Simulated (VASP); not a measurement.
Input of a VASP 6.6.1 run:

File INCAR:

```
SYSTEM = TiAl3
ALGO = Fast ; EDIFF = 1E-7
ENCUT = 520 ; GGA = PS
ISIF = 2 ; ISMEAR = 0
LASPH = .True. ; LCHARG = .False.
LREAL = .False. ; LWAVE = .False.
NBANDS = 18 ; NELM = 80
PREC = Accurate ; SIGMA = 0.15
```

Contents of KPOINTS:

```
k-points
0
Gamma
  12 12 12
  0 0 0
```

Contents of POSCAR:

```
TiAl3
1.0
    3.9483448106      0.0000000000      0.0000000000
    0.0000000000      3.9483448106      0.0000000000
    0.0000000000      0.0000000000      3.9483448106
Ti Al
1 3
Direct
   -0.1063736883      0.0000000000      0.0000000000
    0.5000000000      0.5000000000      0.0000000000
    0.5000000000      0.0000000000      0.5000000000
    0.0000000000      0.5000000000      0.5000000000
```

Potentials or basis: VASP PAW PBE potentials, release 64 (Ti_sv, Al).

Command:

```bash
$ cat potpaw_PBE.64/Ti_sv/POTCAR potpaw_PBE.64/Al/POTCAR > POTCAR
$ mpirun -np 1 vasp_std > vasp.out
```

Question: Predict the band gap on the k mesh.

Answer: Zero (an odd number of electrons rules out a gap without spin polarisation).

Question: Estimate the largest force.

Answer: 4.038 eV/Å.

Question: What does it give for the pressure?

Answer: 5.8 GPa.

Forces in eV/Å, atoms in the order of the input:
```
Ti   4.038  0.000  0.000
Al  -1.782  0.000  0.000
Al  -1.782  0.000  0.000
Al  -0.474  0.000  0.000
```

Caveat: the cell differs from its parent crystal (atom 1 (Ti) moved +0.420 Å towards its neighbour atom 1 (Ti) at 3.948 Å); the cell stands under pressure; the PAW data sets were made with another functional, which shifts forces and pressure a little.
